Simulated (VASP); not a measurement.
The system is C.

```
C
1.0
     2.12732   -1.22828    0.00000
     2.12732    1.22828    0.00000
    -1.37907    0.00000    3.50283
C
2
Direct
  0.83336 0.83336 0.00009
  0.16664 0.16664 0.99991
```

- Program: VASP 6.6.1
- Task: relaxation of cell and atoms
- Functional: BLYP
- Dispersion: D3(BJ)
- Potentials or basis: VASP PAW PBE potentials, release 64 (C)
- Cutoff: 600 eV
- k mesh: 8 × 8 × 5, shifted
- Occupations: fermi-dirac, width 0.1 eV
- Spin: no spin polarisation

At the start: pressure 4.1 GPa; volume 9.15 Å³/atom.

How do energy, volume and symmetry change on relaxing?

Over 14 steps the energy falls by 8.9 meV/atom and the volume is 8.62 Å³/atom (-5.8 %); space group C2/m (No. 12, to 0.05 Å).

Step by step:
```
step  energy change (eV)  largest force (eV/Å)  pressure (GPa)  volume (Å³)
   1              0.0000                0.1506            4.06        18.31
   2              0.0278                0.6268          -12.22        18.92
   3             -0.0057                0.1064           -1.07        18.48
   4             -0.0057                0.1025           -0.96        18.48
   5             -0.0068                0.2904           -1.81        18.39
   6             -0.0068                0.2196           -1.68        18.41
   7             -0.0076                0.2192           -1.54        18.36
   8             -0.0096                0.2176           -1.44        18.21
   9             -0.0131                0.2136           -1.07        17.92
  10             -0.0163                0.2012           -0.08        17.33
  11             -0.0172                0.2542            0.09        17.22
  12             -0.0176                0.0953           -0.02        17.26
  13             -0.0177                0.0594           -0.02        17.23
  14             -0.0178                0.0054           -0.01        17.24
```

Final structure:
```
C
1.0
     2.13710   -1.23590    0.00006
     2.13710    1.23590    0.00006
    -1.38530    0.00000    3.26384
C
2
Direct
  0.83364 0.83364 0.00024
  0.16636 0.16636 0.99976
```

Caveat: the PAW data sets were made with another functional, which shifts forces and pressure a little; the relaxation stopped at a loose force limit of 0.05 eV/Å, so its end isn't a converged minimum.
